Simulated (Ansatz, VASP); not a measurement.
**Two plane-wave programs on WS2**

The input INCAR:

```
PREC     = Accurate       # precision mode
ENCUT    = 520            # plane-wave cutoff, eV
EDIFF    = 1E-6           # SCF threshold, eV
ISMEAR   = -1             # smearing method
SIGMA    = 0.02           # smearing width, eV
LREAL    = F              # projectors in reciprocal space
LASPH    = T              # aspherical terms in the spheres
NELM     = 100            # most SCF steps
ALGO     = Normal         # electronic algorithm
ISIF     = 2              # what is computed and relaxed
LWAVE    = F              # write WAVECAR
LCHARG   = F              # write CHGCAR
GGA      = PE             # functional
NBANDS   = 35             # bands
```

File KPOINTS:

```
regular mesh
0
Gamma
  12 12 2
```

File POSCAR:

```
WS2
1.0
    3.1699446835      0.0000000000      0.0000000000
   -1.5849723417      2.7452526245      0.0000000000
    0.0000000000      0.0000000000     13.0644580739
W S
2 4
Direct
    0.3333333333      0.6666666667      0.2500000000
    0.6666666667      0.3333333333      0.7500000000
    0.3333333333      0.6666666667      0.6301605128
    0.6666666667      0.3333333333      0.1301605128
    0.3333333333      0.6666666667      0.8698394872
    0.6666666667      0.3333333333      0.3698394872
```

Input for Ansatz:

```yaml
crystal:
  lattice:
    - [3.1699446835, 0.0, 0.0]
    - [-1.5849723417, 2.7452526245, 0.0]
    - [0.0, 0.0, 13.0644580739]
  atoms:
    - { symbol: W, position: [0.3333333333, 0.6666666667, 0.25] }
    - { symbol: W, position: [0.6666666667, 0.3333333333, 0.75] }
    - { symbol: S, position: [0.3333333333, 0.6666666667, 0.6301605128] }
    - { symbol: S, position: [0.6666666667, 0.3333333333, 0.1301605128] }
    - { symbol: S, position: [0.3333333333, 0.6666666667, 0.8698394872] }
    - { symbol: S, position: [0.6666666667, 0.3333333333, 0.3698394872] }
kpoints:
  mp_grid: { grid: [12, 12, 2] }
  band_path:
    path:
      - [0.0, 0.0, 0.0]
      - [0.5, 0.0, 0.0]
      - [0.3333333333, 0.3333333333, 0.0]
      - [0.0, 0.0, 0.5]
      - [0.5, 0.0, 0.5]
      - [0.3333333333, 0.3333333333, 0.5]
      - [0.171875, 0.171875, 0.0]
    npoints: 1
hamiltonian:
  xc: pbe
scf:
  occupations: { method: fermi_dirac, width: 0.02 }
  n_extra_bands: 5
output:
  forces: true
  stress: true
  eigenvalues: true
```

Change from the starting cell: uniaxial_z strain +4.6%.

Alike in both runs: task single point; functional PBE; k mesh 12 × 12 × 2; occupations fermi-dirac, width 0.02 eV; no spin polarisation.

|  | VASP | Ansatz |
| --- | --- | --- |
| version | VASP 6.6.1 | Ansatz 0.2.0 |
| potentials or method | VASP PAW PBE potentials, release 64 (W_sv, S) | plane waves, PAW |
| plane-wave cutoff (eV) | 520 | 420 |
| valence electrons in the cell | 52 | 52 |

|  | VASP | Ansatz | Ansatz less VASP |
| --- | --- | --- | --- |
| gap on the k mesh at the Fermi level (eV) | 1.28 | 1.26 | -0.012 |
| pressure (GPa) | 2.5 | 2.5 | +0.03 |
| traceless stress, the component that is largest in VASP (GPa) | 0.20 | 0.20 | -0.002 |
| rms of the force components (eV/Å) | 0.093 | 0.092 | -0.0011 |

Atom by atom the forces differ by 0.001 eV/Å (rms over components).

Spin-orbit coupling is off throughout.
